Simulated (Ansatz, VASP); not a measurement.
# Rh in VASP and in Ansatz

```
Rh
1.0
     0.00000    1.92450    1.92450
     1.92450    0.00000    1.92450
     1.92450    1.92450    0.00000
Rh
1
Direct
  0.00000 0.00000 0.00000
```

Alike in both runs: functional revPBE; k mesh 14 × 14 × 14; occupations fermi-dirac, width 0.1 eV; no spin polarisation.

Ansatz relaxed the structure, and its values are those at the end. VASP's run is a single point on that final structure, the one shown.

|  | VASP | Ansatz |
| --- | --- | --- |
| version | VASP 6.6.1 | Ansatz 0.2.0 |
| potentials or method | VASP PAW PBE potentials, release 64 (Rh_pv), cutoff 520 eV | plane waves (420 eV) with PAW, scalar-relativistic |
| valence electrons in the cell | 15 | 17 |

VASP gave:

```
pressure (GPa) : 0.1
```

**Question.** Which values does Ansatz return?

**Answer.** Pressure (GPa): 0.0.

VASP's potentials were made for PBE, not for revPBE. VASP's potentials hold 15 valence electrons a cell and Ansatz's 17, so a difference there can come from the potentials and not from the codes.
